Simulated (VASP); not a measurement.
# KI (Cmcm) in VASP: further runs

The runs below take KI through single point, with r2SCAN+D3(BJ).

Everything below comes from runs of VASP 6.6.1. Logs are shortened: lines on timing, memory, paths and dates and some standing lists are left out, and cuts for length are marked.

## 1. The cell of the first run

The structure is orthorhombic, space group Cmcm (No. 63). Conventional cell: a = 5.025 Å, b = 8.510 Å, c = 8.677 Å, α = 90.00°, β = 90.00°, γ = 90.00°. K (site symmetry 2/m) has 6 I at 3.59 to 3.62 Å and 2 K at 4.34 Å within 4.7 Å. Within 4.7 Å of I (site symmetry m2m) lie 6 K at 3.59 to 3.62 Å.

## 2. Single point, r2SCAN+D3(BJ)

File POSCAR:

```
KI
1.0
    2.5126600000     -4.2552300000      0.0000000000
    2.5126600000      4.2552300000      0.0000000000
    0.0000000000      0.0000000000      8.6765900000
K I
2 2
Direct
    0.5000000000      0.5000000000      0.5000000000
    0.5000000000      0.5000000000      0.0000000000
    0.8402300000      0.1597700000      0.2500000000
    0.1597700000      0.8402300000      0.7500000000
```

File INCAR.step1:

```
SYSTEM = KI
PREC = Accurate ; ENCUT = 520
ISMEAR = 1 ; SIGMA = 0.15
LREAL = .FALSE. ; LASPH = .TRUE.
NELM = 60 ; NBANDS = 24
GGA = PE ; ALGO = Normal
EDIFF = 1E-4 ; LWAVE = .TRUE.
LCHARG = .FALSE.
```

File INCAR.step2:

```
SYSTEM = KI
PREC = Accurate ; ENCUT = 520
EDIFF = 1E-6 ; ISMEAR = 1
SIGMA = 0.15 ; LREAL = .FALSE.
LASPH = .TRUE. ; NELM = 60
ALGO = Normal ; ISIF = 2
LWAVE = .FALSE. ; LCHARG = .TRUE.
METAGGA = R2SCAN ; LMIXTAU = .TRUE.
IVDW = 12 ; VDW_S6 = 1.0
VDW_S8 = 0.78981345 ; VDW_A1 = 0.49484001
VDW_A2 = 5.73083694 ; LELF = .TRUE.
LVHAR = .TRUE. ; NBANDS = 24
ISTART = 1
```

File KPOINTS:

```
Automatic mesh
0
G
  3 3 2
  0 0 0
```

Potentials or basis: VASP PAW PBE potentials, release 64 (K_sv, I).

Started as:

```bash
$ cat potpaw_PBE.64/K_sv/POTCAR potpaw_PBE.64/I/POTCAR > POTCAR
$ cp INCAR.step1 INCAR
$ mpirun -np 1 vasp_std > vasp.out
$ cp INCAR.step2 INCAR
$ mpirun -np 1 vasp_std > vasp.out
```

OUTCAR:

```text
SYSTEM = KI
   PREC = Accurate
   ENCUT = 520
   EDIFF = 1E-6
   ISMEAR = 1
   LREAL = .FALSE.
   LASPH = .TRUE.
   NELM = 60
   ISIF = 2
   METAGGA = R2SCAN
   IVDW = 12
   ISTART = 1
 IVDW          = 12

 ion  position               nearest neighbor table
   1  0.500  0.500  0.500-   4 3.59   3 3.59   4 3.59   3 3.59   3 3.62   4 3.62
   2  0.500  0.500  0.000-   4 3.59   3 3.59   4 3.59   3 3.59   3 3.62   4 3.62
   3  0.840  0.160  0.250-   1 3.59   2 3.59   1 3.59   2 3.59   1 3.62   2 3.62
   4  0.160  0.840  0.750-   1 3.59   2 3.59   1 3.59   2 3.59   1 3.62   2 3.62

  LATTYP: Found a base centered orthorhombic cell.
 ALAT       =     5.0253200000
 B/A-ratio  =     1.6935160348
 C/A-ratio  =     1.7265746261

  Lattice vectors:

 A1 = (   2.5126600000,  -4.2552300000,   0.0000000000)
 A2 = (   2.5126600000,   4.2552300000,   0.0000000000)
 A3 = (   0.0000000000,   0.0000000000,   8.6765900000)

Analysis of symmetry for initial positions (statically):
=====================================================================
 Subroutine PRICEL returns:
 Original cell was already a primitive cell.

 Routine SETGRP: Setting up the symmetry group for a
 base centered orthorhombic supercell.

 Subroutine GETGRP returns: Found  8 space group operations
 (whereof  4 operations were pure point group operations)
 out of a pool of  8 trial point group operations.

The static configuration has the point symmetry C_2h.
 The point group associated with its full space group is D_2h.

Analysis of symmetry for dynamics (positions and initial velocities):
=====================================================================
 Subroutine PRICEL returns:
 Original cell was already a primitive cell.

 Routine SETGRP: Setting up the symmetry group for a
 base centered orthorhombic supercell.

 Subroutine GETGRP returns: Found  8 space group operations
 (whereof  4 operations were pure point group operations)
 out of a pool of  8 trial point group operations.

The dynamic configuration has the point symmetry C_2h.
 The point group associated with its full space group is D_2h.

 Subroutine INISYM returns: Found  8 space group operations
 (whereof  4 operations are pure point group operations),
 and found     1 'primitive' translations

----------------------------------------------------------------------------------------

                                     Primitive cell

  volume of cell :     185.5393

  direct lattice vectors                    reciprocal lattice vectors
     2.512660000 -4.255230000  0.000000000     0.198992303 -0.117502462  0.000000000
     2.512660000  4.255230000  0.000000000     0.198992303  0.117502462  0.000000000
     0.000000000  0.000000000  8.676590000     0.000000000  0.000000000  0.115252651

  length of vectors
     4.941704425  4.941704425  8.676590000     0.231094710  0.231094710  0.115252651

  position of ions in fractional coordinates (direct lattice)
     0.500000000  0.500000000  0.500000000
     0.500000000  0.500000000  0.000000000
     0.840230000  0.159770000  0.250000000
     0.159770000  0.840230000  0.750000000

  ion indices of the primitive-cell ions
   primitive index   ion index
                 1           1
                 2           2
                 3           3
                 4           4

----------------------------------------------------------------------------------------

 KPOINTS: Automatic mesh

Automatic generation of k-mesh.
 Grid dimensions read from file:
 generate k-points for:    3    3    2

 Generating k-lattice:

  Cartesian coordinates                     Fractional coordinates (reciprocal lattice)
     0.066330768 -0.039167487  0.000000000     0.333333333  0.000000000  0.000000000
     0.066330768  0.039167487  0.000000000     0.000000000  0.333333333  0.000000000
     0.000000000  0.000000000  0.057626326     0.000000000  0.000000000  0.500000000

  Length of vectors
     0.077031570  0.077031570  0.057626326

  Shift w.r.t. Gamma in fractional coordinates (k-lattice)
     0.000000000  0.000000000  0.000000000

 Subroutine IBZKPT returns following result:
 ===========================================

 Found      8 irreducible k-points:

 Following reciprocal coordinates:
            Coordinates               Weight
  0.000000  0.000000  0.000000      1.000000
  0.333333  0.000000  0.000000      4.000000
  0.333333  0.333333  0.000000      2.000000
 -0.333333  0.333333  0.000000      2.000000
  0.000000  0.000000  0.500000      1.000000
  0.333333  0.000000  0.500000      4.000000
  0.333333  0.333333  0.500000      2.000000
 -0.333333  0.333333  0.500000      2.000000
   k-points           NKPTS =      8   k-points in BZ     NKDIM =      8   number of bands    NBANDS=     24
   number of dos      NEDOS =    301   number of ions     NIONS =      4
   total plane-waves  NPLWV = 112000
   dimension x,y,z NGX =    40 NGY =   40 NGZ =   70
   dimension x,y,z NGXF=    80 NGYF=   80 NGZF=  140
   ions per type =               2   2
   NGX,Y,Z   is equivalent  to a cutoff of  13.46, 13.46, 13.41 a.u.
   NGXF,Y,Z  is equivalent  to a cutoff of  26.91, 26.91, 26.82 a.u.
 SYSTEM =  KI
   PREC   = accura    normal or accurate (medium, high low for compatibility)
   ISTART =      1    job   : 0-new  1-cont  2-samecut
   ICHARG =      0    charge: 1-file 2-atom 10-const
   ISPIN  =      1    spin polarized calculation?
   LNONCOLLINEAR =      F non collinear calculations
   LSORBIT =      F    spin-orbit coupling
   LASPH  =      T    aspherical Exc in radial PAW
   ENCUT  =  520.0 eV  38.22 Ry    6.18 a.u.   9.19  9.19 16.13*2*pi/ulx,y,z
   NELM   =     60;   NELMIN=  2; NELMDL=  0     # of ELM steps
   EDIFF  = 0.1E-05   stopping-criterion for ELM
   LREAL  =      F    real-space projection
   EDIFFG = 0.1E-04   stopping-criterion for IOM
   NSW    =      0    number of steps for IOM
   IBRION =     -1    ionic relax: 0-MD 1-quasi-New 2-CG
   NFREE  =      0    steps in history (QN), initial steepest desc. (CG)
   ISIF   =      2    stress and relaxation
   ISYM   =      2    0-nonsym 1-usesym 2-fastsym
   POTIM  = 0.5000    time-step for ionic-motion
   TEBEG  =    0.0;   TEEND  =   0.0 temperature during run
   PSTRESS=    0.0 pullay stress
   NELECT =      32.0000    total number of electrons
   NUPDOWN=      -1.0000    fix difference up-down
   EMIN   =  10.00;   EMAX   =-10.00  energy-range for DOS
   EFERMI =   0.00;   METHOD = LEGACY
   ISMEAR =     1;   SIGMA  =   0.15  broadening in eV -4-tet -1-fermi 0-gaus
   EFERMI_NEDOS =   21; number of points for ismear=-14 and -15
   IALGO  =     38    algorithm
   IMIX   =      4    mixing-type and parameters
     AMIX     =   0.40;   BMIX     =  1.00
     AMIX_MAG =   1.60;   BMIX_MAG =  1.00
  volume/ion in A,a.u.               =      46.38       313.02
  Fermi-wavevector in a.u.,A,eV,Ry     =   0.911268  1.722047 11.298410  0.830410
  Thomas-Fermi vector in A             =   2.035528
   LORBIT       =      0    0 simple, 1 ext, 2 COOP (PROOUT), +10 PAW based schemes
   METAGGA = R2SCAN    functional components
   LHFCALC =     F    Hartree Fock is set to
   AEXX    =    0.0000 exact exchange contribution
   IVDW    =    12    specifies the selected vdW correction
   LEPSILON=     F    determine dielectric tensor
   LRPA    =     F    only Hartree local field effects (RPA)
 non-spin polarized calculation
 Methfessel and Paxton  Order N= 1 SIGMA  =   0.15
  energy-cutoff  :      520.00
  volume of cell :      185.54
 maximum number of plane-waves:      5026
 NGX is ok and might be reduce to    40
   NGX = 19   NGY = 19   NGZ = 33

 number of electron      31.9999999 magnetization

 Free energy of the ion-electron system (eV)
  ---------------------------------------------------
  ext. energy  EPLUGINS =         0.00000000
  ---------------------------------------------------
  free energy    TOTEN  =       -67.86440115 eV

  energy without entropy =      -67.87016984  energy(sigma->0) =      -67.86632404

 E-fermi :  -0.8416     XC(G=0):  -7.3012

 val. band max:       -0.9016981045   @ k =   0.0000   0.0000   0.0000
 cond. band min:       3.4735311809   @ k =   0.0000   0.0000   0.0000
 fundamental gap:      4.3752292854
 Fermi energy:        -0.8415659588

 k-point     1 :       0.0000    0.0000    0.0000
  band No.  band energies     occupation
      1     -30.8211      2.00000
      2     -30.8172      2.00000
      3     -13.6701      2.00000
      4     -13.5322      2.00000
      5     -13.5280      2.00000
      6     -13.5220      2.00000
[... 16 lines left out ...]
     23       6.6058      0.00000
     24       7.2756      0.00000

 k-point     2 :       0.3333    0.0000    0.0000
  band No.  band energies     occupation
      1     -30.8201      2.00000
      2     -30.8163      2.00000
      3     -13.6254      2.00000
      4     -13.5926      2.00000
      5     -13.5444      2.00000
      6     -13.5380      2.00000
[... 16 lines left out ...]
     23       7.3052      0.00000
     24       7.7577      0.00000

 k-point     3 :       0.3333    0.3333    0.0000
  band No.  band energies     occupation
      1     -30.8196      2.00000
      2     -30.8158      2.00000
      3     -13.5916      2.00000
      4     -13.5884      2.00000
      5     -13.5863      2.00000
      6     -13.5462      2.00000
[... 16 lines left out ...]
     23       7.9235      0.00000
     24       8.0183      0.00000

 k-point     4 :      -0.3333    0.3333    0.0000
  band No.  band energies     occupation
      1     -30.8200      2.00000
      2     -30.8162      2.00000
      3     -13.6291      2.00000
      4     -13.5895      2.00000
      5     -13.5486      2.00000
      6     -13.5358      2.00000
[... 16 lines left out ...]
     23       7.2108      0.00000
     24       7.7152      0.00000

 k-point     5 :       0.0000    0.0000    0.5000
  band No.  band energies     occupation
      1     -30.8191      2.00000
      2     -30.8191      2.00000
      3     -13.5938      2.00000
      4     -13.5938      2.00000
      5     -13.5270      2.00000
      6     -13.5270      2.00000
[... 16 lines left out ...]
     23       6.8173      0.00000
     24       6.8173      0.00000

 k-point     6 :       0.3333    0.0000    0.5000
  band No.  band energies     occupation
      1     -30.8182      2.00000
      2     -30.8182      2.00000
      3     -13.5862      2.00000
      4     -13.5862      2.00000
      5     -13.5490      2.00000
      6     -13.5490      2.00000
[... 16 lines left out ...]
     23       7.4797      0.00000
     24       7.4797      0.00000

 k-point     7 :       0.3333    0.3333    0.5000
  band No.  band energies     occupation
      1     -30.8177      2.00000
      2     -30.8177      2.00000
      3     -13.5818      2.00000
      4     -13.5818      2.00000
      5     -13.5506      2.00000
      6     -13.5506      2.00000
[... 16 lines left out ...]
     23       7.1082      0.00000
     24       7.1082      0.00000

 k-point     8 :      -0.3333    0.3333    0.5000
  band No.  band energies     occupation
      1     -30.8181      2.00000
      2     -30.8181      2.00000
      3     -13.5885      2.00000
      4     -13.5885      2.00000
      5     -13.5492      2.00000
      6     -13.5492      2.00000
[... 16 lines left out ...]
     23       7.4003      0.00000
     24       7.4003      0.00000

------------------------ aborting loop because EDIFF is reached ----------------------------------------

 Edisp (eV)   -0.41657

 E8    (eV) :    -0.1618

  FORCE on cell =-STRESS in cart. coord.  units (eV):
  Direction    XX          YY          ZZ          XY          YZ          ZX
  --------------------------------------------------------------------------------------
  -------------------------------------------------------------------------------------
  Total      -0.89281    -0.83367    -0.95440     0.00000    -0.00000     0.00000
  in kB      -7.70961    -7.19891    -8.24145     0.00000    -0.00000     0.00000
  external pressure =       -7.72 kB  Pullay stress =        0.00 kB

 VOLUME and BASIS-vectors are now :
 -----------------------------------------------------------------------------
  energy-cutoff  :      520.00
  volume of cell :      185.54
      direct lattice vectors                 reciprocal lattice vectors
     2.512660000 -4.255230000  0.000000000     0.198992303 -0.117502462  0.000000000
     2.512660000  4.255230000  0.000000000     0.198992303  0.117502462  0.000000000
     0.000000000  0.000000000  8.676590000     0.000000000  0.000000000  0.115252651

 POSITION                                       TOTAL-FORCE (eV/Angst)
 -----------------------------------------------------------------------------------
      2.51266      0.00000      4.33829         0.000000      0.000000      0.000000
      2.51266      0.00000      0.00000         0.000000      0.000000      0.000000
      2.51266     -2.89551      2.16915         0.000000      0.034212     -0.000000
      2.51266      2.89551      6.50744         0.000000     -0.034212      0.000000
 -----------------------------------------------------------------------------------
    total drift:                               -0.000000      0.000000     -0.000000

  FREE ENERGIE OF THE ION-ELECTRON SYSTEM (eV)
  ---------------------------------------------------
  free  energy   TOTEN  =       -68.2809692563 eV

  energy  without entropy=      -68.2867379465  energy(sigma->0) =      -68.28289215
```

It took 3.1 min on 1 thread of Intel Xeon Platinum 8559C (Emerald Rapids), shared host; peak memory 0.37 GiB.

Results:

```yaml
Free_energy: -68.2810 eV
Pressure: -0.8 GPa
Largest_force: 0.034 eV/Å
Band_gap_on_the_k_mesh: 4.38 eV, direct
Dispersion_energy_per_atom: -0.104 eV
```

Forces on the atoms (eV/Å):
```
K    0.000  0.000  0.000
K    0.000  0.000  0.000
I    0.000  0.034  0.000
I    0.000 -0.034  0.000
```

Caveat: the k points lie up to 0.48 Å⁻¹ apart; the PAW data sets were made with another functional, which shifts forces and pressure a little; spin-orbit coupling is left out, which moves the levels of the heavy elements.

## 3. Single point, r2SCAN+D3(BJ)

POSCAR is that of step 2.

File INCAR.step1:

```
PREC = Accurate ; ENCUT = 520
ISMEAR = 1 ; SIGMA = 0.15
LREAL = F ; LASPH = T
NELM = 100 ; NBANDS = 24
GGA = PE ; ALGO = Normal
EDIFF = 1E-4 ; LWAVE = T
LCHARG = F
```

File INCAR.step2:

```
PREC = Accurate ; ENCUT = 520
EDIFF = 1E-6 ; ISMEAR = 1
SIGMA = 0.15 ; LREAL = F
LASPH = T ; NELM = 100
ALGO = Normal ; ISIF = 2
LWAVE = F ; LCHARG = F
METAGGA = R2SCAN ; LMIXTAU = T
IVDW = 12 ; VDW_S6 = 1.0
VDW_S8 = 0.78981345 ; VDW_A1 = 0.49484001
VDW_A2 = 5.73083694 ; NBANDS = 24
ISTART = 1
```

File KPOINTS:

```
Automatic mesh
0
Gamma
  3 3 2
```

Potentials or basis: VASP PAW PBE potentials, release 64 (K_sv, I).

Started as:

```bash
$ cat potpaw_PBE.64/K_sv/POTCAR potpaw_PBE.64/I/POTCAR > POTCAR
$ cp INCAR.step1 INCAR
$ mpirun -np 1 vasp_std > vasp.out
$ cp INCAR.step2 INCAR
$ mpirun -np 1 vasp_std > vasp.out
```

OUTCAR:

```text
PREC = Accurate
   ENCUT = 520
   EDIFF = 1E-6
   ISMEAR = 1
   LREAL = F
   LASPH = T
   NELM = 100
   ISIF = 2
   METAGGA = R2SCAN
   IVDW = 12
   ISTART = 1
 IVDW          = 12

 ion  position               nearest neighbor table
   1  0.500  0.500  0.500-   4 3.59   3 3.59   4 3.59   3 3.59   3 3.62   4 3.62
   2  0.500  0.500  0.000-   4 3.59   3 3.59   4 3.59   3 3.59   3 3.62   4 3.62
   3  0.840  0.160  0.250-   1 3.59   2 3.59   1 3.59   2 3.59   1 3.62   2 3.62
[... 407 lines left out ...]
  Direction    XX          YY          ZZ          XY          YZ          ZX
  --------------------------------------------------------------------------------------
  -------------------------------------------------------------------------------------
  Total      -0.89281    -0.83367    -0.95440     0.00000    -0.00000     0.00000
  in kB      -7.70961    -7.19891    -8.24145     0.00000    -0.00000     0.00000
  external pressure =       -7.72 kB  Pullay stress =        0.00 kB

 VOLUME and BASIS-vectors are now :
 -----------------------------------------------------------------------------
  energy-cutoff  :      520.00
  volume of cell :      185.54
      direct lattice vectors                 reciprocal lattice vectors
     2.512660000 -4.255230000  0.000000000     0.198992303 -0.117502462  0.000000000
     2.512660000  4.255230000  0.000000000     0.198992303  0.117502462  0.000000000
     0.000000000  0.000000000  8.676590000     0.000000000  0.000000000  0.115252651

 POSITION                                       TOTAL-FORCE (eV/Angst)
 -----------------------------------------------------------------------------------
      2.51266      0.00000      4.33829         0.000000      0.000000      0.000000
      2.51266      0.00000      0.00000         0.000000      0.000000      0.000000
      2.51266     -2.89551      2.16915         0.000000      0.034212     -0.000000
      2.51266      2.89551      6.50744         0.000000     -0.034212      0.000000
 -----------------------------------------------------------------------------------
    total drift:                               -0.000000      0.000000     -0.000000

  FREE ENERGIE OF THE ION-ELECTRON SYSTEM (eV)
  ---------------------------------------------------
  free  energy   TOTEN  =       -68.2809692563 eV

  energy  without entropy=      -68.2867379465  energy(sigma->0) =      -68.28289215
```

Wall time 2.3 min (1 thread of Intel Xeon Platinum 8559C (Emerald Rapids), shared host); peak memory 0.37 GiB.

Results:

| Item | Value |
| --- | --- |
| Free energy | -68.2810 eV |
| Pressure | -0.8 GPa |
| Largest force | 0.034 eV/Å |
| Band gap on the k mesh | 4.38 eV, direct |
| Dispersion energy per atom | -0.104 eV |

Forces on the atoms (eV/Å):
```
K    0.000  0.000  0.000
K    0.000  0.000  0.000
I    0.000  0.034  0.000
I    0.000 -0.034  0.000
```

Stress tensor (GPa, compression positive):
```
-0.77  0.00  0.00
 0.00 -0.72  0.00
 0.00  0.00 -0.82
```

Caveat: the k points lie up to 0.48 Å⁻¹ apart; the PAW data sets were made with another functional, which shifts forces and pressure a little; spin-orbit coupling is left out, which moves the levels of the heavy elements. r2SCAN opens gaps a little over a GGA but as a rule still falls short of measured ones.
